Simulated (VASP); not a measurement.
Cl: single point with PBE

The system is Cl.

```
Cl
1.0
    -2.17755    2.17755    1.05628
     2.17755   -2.17755    1.05628
     2.17755    2.17755   -1.05628
Cl
2
Direct
  0.62500 0.87500 0.75000
  0.37500 0.12500 0.25000
```

| Quantity | Value |
| --- | --- |
| Program | VASP 6.6.1 |
| Task | single point |
| Functional | PBE |
| Potentials or basis | VASP PAW PBE potentials, release 64 (Cl) |
| Cutoff | 520 eV |
| k mesh | 16 × 16 × 16 |
| Occupations | fermi-dirac, width 0.08 eV |
| Spin | no spin polarisation |
| Dipole correction | no |
| Further INCAR settings | ALGO = Normal; EDIFF = 1e-06; NBANDS = 14 |

The pressure is 168.2 GPa and the band gap on the k mesh is zero (bands 7 and 8 overlap by 7.80 eV).

Stress tensor (GPa, compression positive):
```
168.89   0.00   0.00
  0.00 168.89   0.00
  0.00   0.00 166.80
```

Levels at points of the mesh, in eV from the Fermi level:
| k point | band 3 | band 4 | band 5 | band 6 | band 7 | band 8 | band 9 | band 10 | band 11 | band 12 |
| --- | --- | --- | --- | --- | --- | --- | --- | --- | --- | --- |
| (0.00, 0.00, 0.00) | -10.69 | -10.69 | -0.41 | -0.19 | -0.19 | 3.62 | 3.95 | 6.96 | 8.16 | 12.75 |
| (0.50, 0.00, 0.00) | -11.86 | -10.85 | -8.04 | -3.37 | -2.32 | -1.68 | 5.16 | 7.17 | 7.87 | 11.94 |
| (0.50, 0.50, 0.00) | -7.41 | -7.41 | -6.34 | -6.34 | 3.75 | 3.75 | 10.23 | 10.23 | 10.90 | 10.90 |
| (0.50, 0.50, 0.50) | -14.19 | -14.19 | 2.22 | 2.22 | 2.89 | 2.89 | 10.50 | 10.50 | 15.26 | 15.26 |

Wall time 42 s on 1 thread of AMD EPYC 9R45 96-Core Processor (Zen 5), on a shared host, peak memory 0.16 GiB.

Caveat: the cell stands under pressure.
